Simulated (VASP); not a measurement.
# Sc2GeSe (P4/mmm) in VASP: a series of runs, part 2 of 2

VASP 6.6.1. The steps go on from the part before.

## Step 3: Single point, PBE

This run uses another cell than the first one, of 19.74 Å³/atom.

INCAR reads:

```
SYSTEM = Sc2GeSe
ALGO = Fast ; EDIFF = 1E-7
ENCUT = 520 ; GGA = PE
ISIF = 2 ; ISMEAR = 0
LASPH = .TRUE. ; LCHARG = .FALSE.
LREAL = .FALSE. ; LWAVE = .FALSE.
NBANDS = 29 ; NELM = 60
PREC = Accurate ; SIGMA = 0.1
```

KPOINTS reads:

```
k-points
0
G
  10 10 14
  0 0 0
```

POSCAR reads:

```
Sc2GeSe
1.0
    4.9373418786      0.0000000000      0.0000000000
    0.0000000000      4.9373418786      0.0000000000
    0.0000000000      0.0000000000      3.2396491248
Sc Ge Se
2 1 1
Direct
    0.5000000000      0.0000000000      0.0000000000
    0.0000000000      0.5000000000      0.0000000000
    0.5000000000      0.5000000000      0.5000000000
    0.0000000000      0.0000000000      0.5000000000
```

Potentials or basis: VASP PAW PBE potentials, release 64 (Sc_sv, Ge_d, Se).

Started as:

```bash
$ cat potpaw_PBE.64/Sc_sv/POTCAR potpaw_PBE.64/Ge_d/POTCAR potpaw_PBE.64/Se/POTCAR > POTCAR
$ mpirun -np 1 vasp_std > vasp.out
```

OUTCAR:

```text
SYSTEM = Sc2GeSe
   EDIFF = 1E-7
   ENCUT = 520
   GGA = PE
   ISIF = 2
   ISMEAR = 0
   LASPH = .TRUE.
   LREAL = .FALSE.
   NELM = 60
   PREC = Accurate

 ion  position               nearest neighbor table
   1  0.500  0.000  0.000-   3 2.95   4 2.95   3 2.95   4 2.95   3 2.95   3 2.95   4 2.95   4 2.95

   2  0.000  0.500  0.000-   3 2.95   4 2.95   3 2.95   4 2.95   4 2.95   4 2.95   3 2.95   3 2.95

   3  0.500  0.500  0.500-   1 2.95   2 2.95   1 2.95   2 2.95   1 2.95   1 2.95   2 2.95   2 2.95

   4  0.000  0.000  0.500-   1 2.95   2 2.95   1 2.95   2 2.95   2 2.95   2 2.95   1 2.95   1 2.95

  LATTYP: Found a simple tetragonal cell.
 ALAT       =     4.9373418786
 C/A-ratio  =     0.6561524813

  Lattice vectors:

 A1 = (   4.9373418786,   0.0000000000,   0.0000000000)
 A2 = (   0.0000000000,   4.9373418786,   0.0000000000)
 A3 = (   0.0000000000,   0.0000000000,   3.2396491248)

Analysis of symmetry for initial positions (statically):
=====================================================================
 Subroutine PRICEL returns:
 Original cell was already a primitive cell.

 Routine SETGRP: Setting up the symmetry group for a
 simple tetragonal supercell.

 Subroutine GETGRP returns: Found 16 space group operations
 (whereof 16 operations were pure point group operations)
 out of a pool of 16 trial point group operations.

The static configuration has the point symmetry D_4h.

Analysis of symmetry for dynamics (positions and initial velocities):
=====================================================================
 Subroutine PRICEL returns:
 Original cell was already a primitive cell.

 Routine SETGRP: Setting up the symmetry group for a
 simple tetragonal supercell.

 Subroutine GETGRP returns: Found 16 space group operations
 (whereof 16 operations were pure point group operations)
 out of a pool of 16 trial point group operations.

The dynamic configuration has the point symmetry D_4h.

 Subroutine INISYM returns: Found 16 space group operations
 (whereof 16 operations are pure point group operations),
 and found     1 'primitive' translations

----------------------------------------------------------------------------------------

                                     Primitive cell

  volume of cell :      78.9740

  direct lattice vectors                    reciprocal lattice vectors
     4.937341879  0.000000000  0.000000000     0.202538132  0.000000000  0.000000000
     0.000000000  4.937341879  0.000000000     0.000000000  0.202538132  0.000000000
     0.000000000  0.000000000  3.239649125     0.000000000  0.000000000  0.308675403

  length of vectors
     4.937341879  4.937341879  3.239649125     0.202538132  0.202538132  0.308675403

  position of ions in fractional coordinates (direct lattice)
     0.500000000  0.000000000  0.000000000
     0.000000000  0.500000000  0.000000000
     0.500000000  0.500000000  0.500000000
     0.000000000  0.000000000  0.500000000

  ion indices of the primitive-cell ions
   primitive index   ion index
[... 24 lines left out ...]
     0.000000000  0.000000000  0.000000000

 Subroutine IBZKPT returns following result:
 ===========================================

 Found    168 irreducible k-points:

 Following reciprocal coordinates:
            Coordinates               Weight
  0.000000  0.000000  0.000000      1.000000
  0.100000  0.000000  0.000000      4.000000
  0.200000  0.000000  0.000000      4.000000
  0.300000  0.000000  0.000000      4.000000
  0.400000  0.000000  0.000000      4.000000
  0.500000  0.000000  0.000000      2.000000
[... 16 lines left out ...]
  0.100000  0.000000  0.071429      8.000000
  0.200000  0.000000  0.071429      8.000000
 [... further k-points ...]
   k-points           NKPTS =    168   k-points in BZ     NKDIM =    168   number of bands    NBANDS=     29
   number of dos      NEDOS =    301   number of ions     NIONS =      4
   total plane-waves  NPLWV =  38400
   dimension x,y,z NGX =    40 NGY =   40 NGZ =   24
   dimension x,y,z NGXF=    80 NGYF=   80 NGZF=   48
   ions per type =               2   1   1
   NGX,Y,Z   is equivalent  to a cutoff of  13.47, 13.47, 12.32 a.u.
   NGXF,Y,Z  is equivalent  to a cutoff of  26.94, 26.94, 24.63 a.u.
 SYSTEM =  Sc2GeSe
   PREC   = accura    normal or accurate (medium, high low for compatibility)
   ISTART =      0    job   : 0-new  1-cont  2-samecut
   ICHARG =      2    charge: 1-file 2-atom 10-const
   ISPIN  =      1    spin polarized calculation?
   LNONCOLLINEAR =      F non collinear calculations
   LSORBIT =      F    spin-orbit coupling
   LASPH  =      T    aspherical Exc in radial PAW
   ENCUT  =  520.0 eV  38.22 Ry    6.18 a.u.   9.18  9.18  6.02*2*pi/ulx,y,z
   NELM   =     60;   NELMIN=  2; NELMDL= -5     # of ELM steps
   EDIFF  = 0.1E-06   stopping-criterion for ELM
   LREAL  =      F    real-space projection
   EDIFFG = 0.1E-05   stopping-criterion for IOM
   NSW    =      0    number of steps for IOM
   IBRION =     -1    ionic relax: 0-MD 1-quasi-New 2-CG
   NFREE  =      0    steps in history (QN), initial steepest desc. (CG)
   ISIF   =      2    stress and relaxation
   ISYM   =      2    0-nonsym 1-usesym 2-fastsym
   POTIM  = 0.5000    time-step for ionic-motion
   TEBEG  =    0.0;   TEEND  =   0.0 temperature during run
   PSTRESS=    0.0 pullay stress
   NELECT =      42.0000    total number of electrons
   NUPDOWN=      -1.0000    fix difference up-down
   EMIN   =  10.00;   EMAX   =-10.00  energy-range for DOS
   EFERMI =   0.00;   METHOD = LEGACY
   ISMEAR =     0;   SIGMA  =   0.10  broadening in eV -4-tet -1-fermi 0-gaus
   EFERMI_NEDOS =   21; number of points for ismear=-14 and -15
   IALGO  =     68    algorithm
   IMIX   =      4    mixing-type and parameters
     AMIX     =   0.40;   BMIX     =  1.00
     AMIX_MAG =   1.60;   BMIX_MAG =  1.00
  volume/ion in A,a.u.               =      19.74       133.24
  Fermi-wavevector in a.u.,A,eV,Ry     =   1.326365  2.506467 23.935978  1.759245
  Thomas-Fermi vector in A             =   2.455757
   LORBIT       =      0    0 simple, 1 ext, 2 COOP (PROOUT), +10 PAW based schemes
   GGA     = PE    functional components
   LHFCALC =     F    Hartree Fock is set to
   AEXX    =    0.0000 exact exchange contribution
   IVDW    =     0    specifies the selected vdW correction
   LEPSILON=     F    determine dielectric tensor
   LRPA    =     F    only Hartree local field effects (RPA)
 non-spin polarized calculation
 RMM-DIIS sequential band-by-band and
 Gauss-broadening in eV      SIGMA  =   0.10
  energy-cutoff  :      520.00
  volume of cell :       78.97
 maximum number of plane-waves:      2143
 NGX is ok and might be reduce to    40
   NGX = 19   NGY = 19   NGZ = 13

 number of electron      41.9999985 magnetization

 Free energy of the ion-electron system (eV)
  ---------------------------------------------------
  ext. energy  EPLUGINS =         0.00000000
  ---------------------------------------------------
  free energy    TOTEN  =       -23.98813204 eV

  energy without entropy =      -23.96616085  energy(sigma->0) =      -23.97714644

 E-fermi :   5.9645     XC(G=0): -10.7909

 val. band max:        5.9619980460   @ k =   0.5000   0.2000   0.1429
 cond. band min:       5.9645731856   @ k =   0.3000   0.3000   0.5000
 fundamental gap:      0.0025751396
 Fermi energy:         5.9645041870

 k-point     1 :       0.0000    0.0000    0.0000
  band No.  band energies     occupation
      1     -43.9842      2.00000
      2     -43.9661      2.00000
      3     -22.7190      2.00000
      4     -22.7190      2.00000
      5     -22.5686      2.00000
      6     -22.5686      2.00000
[... 757 lines left out ...]
     28       8.4846      0.00000
     29       9.9014      0.00000

 [... further k-points ...]

------------------------ aborting loop because EDIFF is reached ----------------------------------------

  FORCE on cell =-STRESS in cart. coord.  units (eV):
  Direction    XX          YY          ZZ          XY          YZ          ZX
  --------------------------------------------------------------------------------------
  -------------------------------------------------------------------------------------
  Total        0.0906809      0.0906809      0.0842724      0.0000000      0.0000000      0.0000000
  in kB        1.8396786      1.8396786      1.7096677      0.0000000      0.0000000      0.0000000
  external PRESSURE =       1.7963416 kB  Pullay stress =       0.0000000 kB

 VOLUME and BASIS-vectors are now :
 -----------------------------------------------------------------------------
  energy-cutoff  :      520.00
  volume of cell :       78.97
      direct lattice vectors                 reciprocal lattice vectors
     4.937341879  0.000000000  0.000000000     0.202538132  0.000000000  0.000000000
     0.000000000  4.937341879  0.000000000     0.000000000  0.202538132  0.000000000
     0.000000000  0.000000000  3.239649125     0.000000000  0.000000000  0.308675403

 POSITION                                       TOTAL-FORCE (eV/Angst)
 -----------------------------------------------------------------------------------
      2.46867      0.00000      0.00000         0.000000      0.000000      0.000000
      0.00000      2.46867      0.00000         0.000000      0.000000      0.000000
      2.46867      2.46867      1.61982         0.000000      0.000000      0.000000
      0.00000      0.00000      1.61982         0.000000      0.000000      0.000000
 -----------------------------------------------------------------------------------
    total drift:                               -0.000000      0.000000     -0.000000

  FREE ENERGIE OF THE ION-ELECTRON SYSTEM (eV)
  ---------------------------------------------------
  free  energy   TOTEN  =       -23.9881320372 eV

  energy  without entropy=      -23.9661608486  energy(sigma->0) =      -23.97714644
```

OSZICAR:

```text
N       E                     dE             d eps       ncg     rms          rms(c)
DAV:   1     0.620858138264E+03    0.62086E+03   -0.19774E+04 10459   0.258E+03
DAV:   2     0.531208221298E+02   -0.56774E+03   -0.55667E+03 10608   0.793E+02
[... 12 lines left out ...]
RMM:  15    -0.239881296536E+02   -0.10844E-04   -0.15559E-04 15594   0.312E-02    0.666E-03
RMM:  16    -0.239881305759E+02   -0.92227E-06   -0.34609E-05 14327   0.199E-02    0.277E-03
RMM:  17    -0.239881318792E+02   -0.13033E-05   -0.16883E-05 12520   0.102E-02    0.166E-03
RMM:  18    -0.239881317642E+02    0.11502E-06   -0.39235E-06 12689   0.945E-03    0.111E-03
RMM:  19    -0.239881320480E+02   -0.28389E-06   -0.16065E-06 10314   0.569E-03    0.462E-04
RMM:  20    -0.239881320372E+02    0.10854E-07   -0.50899E-07  9836   0.343E-03
   1 F= -.23988132E+02 E0= -.23977146E+02  d E =-.219712E-01
```

stdout:

```text
POSCAR found type information on POSCAR ScGeSe
 POSCAR found :  3 types and       4 ions
 scaLAPACK will be used
 LDA part: xc-table for (Slater+PW92), standard interpolation
 POSCAR, INCAR and KPOINTS ok, starting setup
 FFT: planning ... GRIDC
 FFT: planning ... GRID_SOFT
 FFT: planning ... GRID
 WAVECAR not read
 entering main loop
 num prob  num prob  num prob  num prob  num prob  num prob  num prob  num prob  num prob  num prob  num prob  num prob  num prob  num prob  num prob  num prob  num prob  num prob  num prob  num prob RMM:  19    -0.239881320480E+02   -0.28389E-06   -0.16065E-06 10314   0.569E-03    0.462E-04
 num prob  num prob  num prob  num prob  num prob  num prob  num prob  num prob  num prob  num prob  num prob  num prob  num prob  num prob RMM:  20    -0.239881320372E+02    0.10854E-07   -0.50899E-07  9836   0.343E-03
```

Wall time 9.4 min (1 thread of Oxide Virtual Turin-like, shared host); peak memory 0.45 GiB.

Results:

```
Free energy            : -23.9881 eV
Pressure               : 0.2 GPa
Band gap on the k mesh : zero (bands 21 and 22 overlap by 0.40 eV)
```

Levels at points of the mesh, in eV from the Fermi level:
```csv
k point,band 19,band 20,band 21,band 22,band 23,band 24
"(0.00, 0.00, 0.00)",-0.76,-0.66,-0.44,0.13,0.13,1.69
"(0.50, 0.00, 0.00)",-2.21,-0.96,0.05,0.20,1.36,1.87
"(0.50, 0.50, 0.00)",-1.24,-1.24,-0.02,-0.02,0.74,2.59
"(0.00, 0.00, 0.50)",-3.94,-0.84,-0.84,0.20,2.35,2.94
"(0.50, 0.00, 0.50)",-2.44,-2.02,-0.56,0.78,0.80,0.90
"(0.50, 0.50, 0.50)",-2.90,-0.73,-0.73,0.96,1.19,1.24
```

The gap in the log of VASP goes by the Fermi energy; the results here count the filled bands.